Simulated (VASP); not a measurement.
# Sb (R-3m) in VASP: a series of runs

Runs on Sb. Level: LDA. Tasks: single point.

All numbers are computed with VASP 6.6.1; they aren't measurements. Logs are shortened: lines on timing, memory, paths and dates and some standing lists are left out, and cuts for length are marked.

## 1. The cell of the first run

It takes space group R-3m (No. 166, trigonal). Conventional cell: a = 4.541 Å, b = 4.541 Å, c = 10.079 Å, α = 90.00°, β = 90.00°, γ = 120.00°. Sb (site symmetry 3m) has 6 Sb at 2.95 to 3.30 Å within 3.9 Å.

## 2. Single point, LDA

File INCAR:

```
SYSTEM = Sb
PREC     = Accurate       ! precision mode
ENCUT    = 500            ! plane-wave cutoff, eV
EDIFF    = 1E-6           ! SCF threshold, eV
ISMEAR   = 0              ! smearing method
SIGMA    = 0.15           ! smearing width, eV
LREAL    = .False.        ! projectors in reciprocal space
LASPH    = .True.         ! aspherical terms in the spheres
NELM     = 120            ! most SCF steps
ALGO     = Normal         ! electronic algorithm
ISIF     = 2              ! what is computed and relaxed
LWAVE    = .False.        ! write WAVECAR
LCHARG   = .False.        ! write CHGCAR
NBANDS   = 22             ! bands
GGA_COMPAT= .False.
```

File KPOINTS:

```
Automatic mesh
0
Gamma
  15 15 15
  0 0 0
```

File POSCAR:

```
Sb
1.0
    2.2703182135      1.3107688317      3.3595552717
   -2.2703182135      1.3107688317      3.3595552717
    0.0000000000     -2.6215376634      3.3595552718
Sb
2
Direct
    0.2336400000      0.2336400000      0.2336400000
    0.7663600000      0.7663600000      0.7663600000
```

Potentials or basis: VASP PAW LDA potentials, release 64 (Sb_d_GW).

Command:

```sh
cat potpaw_LDA.64/Sb_d_GW/POTCAR > POTCAR
mpirun -np 1 vasp_std > vasp.out
```

OUTCAR:

```text
SYSTEM = Sb
   PREC = Accurate
   ENCUT = 500
   EDIFF = 1E-6
   ISMEAR = 0
   LREAL = .False.
   LASPH = .True.
   NELM = 120
   ISIF = 2

 ion  position               nearest neighbor table
   1  0.234  0.234  0.234-   2 2.95   2 2.95   2 2.95   2 3.30   2 3.30   2 3.30
   2  0.766  0.766  0.766-   1 2.95   1 2.95   1 2.95   1 3.30   1 3.30   1 3.30

  LATTYP: Found a trigonal (rhomboedric) cell.
 ALAT       =     4.2613461892
 COS(alpha) =     0.4323118520

  Lattice vectors:

 A1 = (   2.2703182135,   1.3107688317,   3.3595552717)
 A2 = (  -2.2703182135,   1.3107688317,   3.3595552717)
 A3 = (   0.0000000000,  -2.6215376634,   3.3595552718)

Analysis of symmetry for initial positions (statically):
=====================================================================
 Subroutine PRICEL returns:
 Original cell was already a primitive cell.

 Routine SETGRP: Setting up the symmetry group for a
 trigonal (rhombohedral) supercell.

 Subroutine GETGRP returns: Found 12 space group operations
 (whereof 12 operations were pure point group operations)
 out of a pool of 12 trial point group operations.

The static configuration has the point symmetry D_3d.

Analysis of symmetry for dynamics (positions and initial velocities):
=====================================================================
 Subroutine PRICEL returns:
 Original cell was already a primitive cell.

 Routine SETGRP: Setting up the symmetry group for a
 trigonal (rhombohedral) supercell.

 Subroutine GETGRP returns: Found 12 space group operations
 (whereof 12 operations were pure point group operations)
 out of a pool of 12 trial point group operations.

The dynamic configuration has the point symmetry D_3d.

 Subroutine INISYM returns: Found 12 space group operations
 (whereof 12 operations are pure point group operations),
 and found     1 'primitive' translations

----------------------------------------------------------------------------------------

                                     Primitive cell

  volume of cell :      59.9854

  direct lattice vectors                    reciprocal lattice vectors
     2.270318213  1.310768832  3.359555272     0.220233444  0.127151838  0.099219482
    -2.270318213  1.310768832  3.359555272    -0.220233444  0.127151838  0.099219482
[... 79 lines left out ...]
   ISPIN  =      1    spin polarized calculation?
   LNONCOLLINEAR =      F non collinear calculations
   LSORBIT =      F    spin-orbit coupling
   LASPH  =      T    aspherical Exc in radial PAW
   ENCUT  =  500.0 eV  36.75 Ry    6.06 a.u.   7.77  7.77  7.77*2*pi/ulx,y,z
   NELM   =    120;   NELMIN=  2; NELMDL= -5     # of ELM steps
   EDIFF  = 0.1E-05   stopping-criterion for ELM
   LREAL  =      F    real-space projection
   EDIFFG = 0.1E-04   stopping-criterion for IOM
   NSW    =      0    number of steps for IOM
   IBRION =     -1    ionic relax: 0-MD 1-quasi-New 2-CG
   NFREE  =      0    steps in history (QN), initial steepest desc. (CG)
   ISIF   =      2    stress and relaxation
   ISYM   =      2    0-nonsym 1-usesym 2-fastsym
   POTIM  = 0.5000    time-step for ionic-motion
   TEBEG  =    0.0;   TEEND  =   0.0 temperature during run
   PSTRESS=    0.0 pullay stress
   NELECT =      30.0000    total number of electrons
   NUPDOWN=      -1.0000    fix difference up-down
   EMIN   =  10.00;   EMAX   =-10.00  energy-range for DOS
   EFERMI =   0.00;   METHOD = LEGACY
   ISMEAR =     0;   SIGMA  =   0.15  broadening in eV -4-tet -1-fermi 0-gaus
   EFERMI_NEDOS =   21; number of points for ismear=-14 and -15
   IALGO  =     38    algorithm
   IMIX   =      4    mixing-type and parameters
     AMIX     =   0.40;   BMIX     =  1.00
     AMIX_MAG =   1.60;   BMIX_MAG =  1.00
  volume/ion in A,a.u.               =      29.99       202.40
  Fermi-wavevector in a.u.,A,eV,Ry     =   1.299471  2.455644 22.975140  1.688625
  Thomas-Fermi vector in A             =   2.430733
   LORBIT       =      0    0 simple, 1 ext, 2 COOP (PROOUT), +10 PAW based schemes
   GGA     = CA    functional components
   LHFCALC =     F    Hartree Fock is set to
   AEXX    =    0.0000 exact exchange contribution
   IVDW    =     0    specifies the selected vdW correction
   LEPSILON=     F    determine dielectric tensor
   LRPA    =     F    only Hartree local field effects (RPA)
 non-spin polarized calculation
 Gauss-broadening in eV      SIGMA  =   0.15
  energy-cutoff  :      500.00
  volume of cell :       59.99
 maximum number of plane-waves:      1538
   NGX = 15   NGY = 15   NGZ = 15

 number of electron      30.0000009 magnetization

 Free energy of the ion-electron system (eV)
  ---------------------------------------------------
  ext. energy  EPLUGINS =         0.00000000
  ---------------------------------------------------
  free energy    TOTEN  =        -9.52327637 eV

  energy without entropy =       -9.51598566  energy(sigma->0) =       -9.51963101

 E-fermi :   4.7894     XC(G=0): -10.2065

 val. band max:        4.7889299983   @ k =   0.4667   0.4000   0.4000
 cond. band min:       4.7929830113   @ k =   0.1333   0.1333   0.0000
 fundamental gap:      0.0040530129
 Fermi energy:         4.7894083033

 k-point     1 :       0.0000    0.0000    0.0000
  band No.  band energies     occupation
      1     -24.1556      2.00000
      2     -24.1556      2.00000
      3     -24.0774      2.00000
      4     -24.0774      2.00000
      5     -24.0316      2.00000
      6     -23.9676      2.00000
[... 589 lines left out ...]
     21      11.8305      0.00000
     22      12.9293      0.00000

 [... further k-points ...]

------------------------ aborting loop because EDIFF is reached ----------------------------------------

  FORCE on cell =-STRESS in cart. coord.  units (eV):
  Direction    XX          YY          ZZ          XY          YZ          ZX
  --------------------------------------------------------------------------------------
  -------------------------------------------------------------------------------------
  Total       -1.4377149     -1.4377149      0.4892780     -0.0000000      0.0000000     -0.0000000
  in kB      -38.4005518    -38.4005518     13.0683381     -0.0000000      0.0000000     -0.0000000
  external PRESSURE =     -21.2442552 kB  Pullay stress =       0.0000000 kB

 VOLUME and BASIS-vectors are now :
 -----------------------------------------------------------------------------
  energy-cutoff  :      500.00
  volume of cell :       59.99
      direct lattice vectors                 reciprocal lattice vectors
     2.270318213  1.310768832  3.359555272     0.220233444  0.127151838  0.099219482
    -2.270318213  1.310768832  3.359555272    -0.220233444  0.127151838  0.099219482
     0.000000000 -2.621537663  3.359555272     0.000000000 -0.254303677  0.099219482

 POSITION                                       TOTAL-FORCE (eV/Angst)
 -----------------------------------------------------------------------------------
      0.00000      0.00000      2.35478         0.000000      0.000000      0.274638
      0.00000      0.00000      7.72389         0.000000     -0.000000     -0.274638
 -----------------------------------------------------------------------------------
    total drift:                                0.000000      0.000000     -0.000000

  FREE ENERGIE OF THE ION-ELECTRON SYSTEM (eV)
  ---------------------------------------------------
  free  energy   TOTEN  =        -9.5232763699 eV

  energy  without entropy=       -9.5159856600  energy(sigma->0) =       -9.51963101
```

Run time: 2.2 min. Hardware: 1 thread of Intel Xeon 6975P-C (Granite Rapids), shared host; peak memory 0.49 GiB.

Results:

| Property | Result |
| --- | --- |
| Free energy | -9.5233 eV |
| Pressure | -2.1 GPa |
| Largest force | 0.275 eV/Å |
| Band gap on the k mesh | zero (band 15 reaches 4.94 eV, above the bottom of band 16 at 4.42 eV) |

Forces in eV/Å, atoms in the order of the input:
```
Sb   0.000  0.000  0.275
Sb   0.000  0.000 -0.275
```

Stress tensor (GPa, compression positive):
```
-3.84  0.00  0.00
 0.00 -3.84  0.00
 0.00  0.00  1.31
```

Levels at points of the mesh, in eV from the Fermi level:
```
           k point  band 13  band 14  band 15  band 16  band 17  band 18
(0.00, 0.00, 0.00)    -1.88    -1.88    -0.55     2.65     3.30     3.30
```

Caveat: spin-orbit coupling is left out, which moves the levels of the heavy elements.

## 3. Single point, LDA

This run uses another cell than the first one, of the same volume but with other edges.

File INCAR:

```
PREC = Accurate
ENCUT = 500
EDIFF = 1E-6
ISMEAR = 0
SIGMA = 0.15
LREAL = F
LASPH = T
NELM = 120
ALGO = Normal
ISIF = 2
LWAVE = F
LCHARG = F
GGA = CA
NBANDS = 22
GGA_COMPAT = F
```

File KPOINTS:

```
regular mesh
0
Gamma
  15 15 15
```

File POSCAR:

```
Sb
1.0
    2.0833495674      1.2028224336      3.9896147744
   -2.0833495674      1.2028224336      3.9896147744
    0.0000000000     -2.4056448671      3.9896147745
Sb
2
Direct
    0.2336400000      0.2336400000      0.2336400000
    0.7663600000      0.7663600000      0.7663600000
```

Potentials or basis: VASP PAW LDA potentials, release 64 (Sb_d_GW).

Command:

```sh
cat potpaw_LDA.64/Sb_d_GW/POTCAR > POTCAR
mpirun -np 1 vasp_std > vasp.out
```

Wall time 7.9 min (1 thread of Intel Xeon Platinum 8488C (Sapphire Rapids), shared host); peak memory 0.51 GiB.

Results (log left out):

| Quantity | Value |
| --- | --- |
| Free energy | -9.5929 eV |
| Pressure | -0.4 GPa |
| Largest force | 0.020 eV/Å |
| Band gap on the k mesh | zero (band 15 reaches 5.60 eV, above the bottom of band 16 at 4.91 eV) |

Forces on the atoms (eV/Å):
```
Sb   0.000  0.000 -0.020
Sb   0.000  0.000  0.020
```

Stress tensor (GPa, compression positive):
```
 0.48  0.00  0.00
 0.00  0.48  0.00
 0.00  0.00 -2.27
```

Levels at points of the mesh, in eV from the Fermi level:
```tsv
k point	band 11	band 12	band 13	band 14	band 15	band 16	band 17	band 18	band 19	band 20
(0.00, 0.00, 0.00)	-12.78	-5.07	-2.70	-1.35	-1.35	2.19	2.72	2.72	5.36	5.67
```

Caveat: spin-orbit coupling is left out, which moves the levels of the heavy elements.
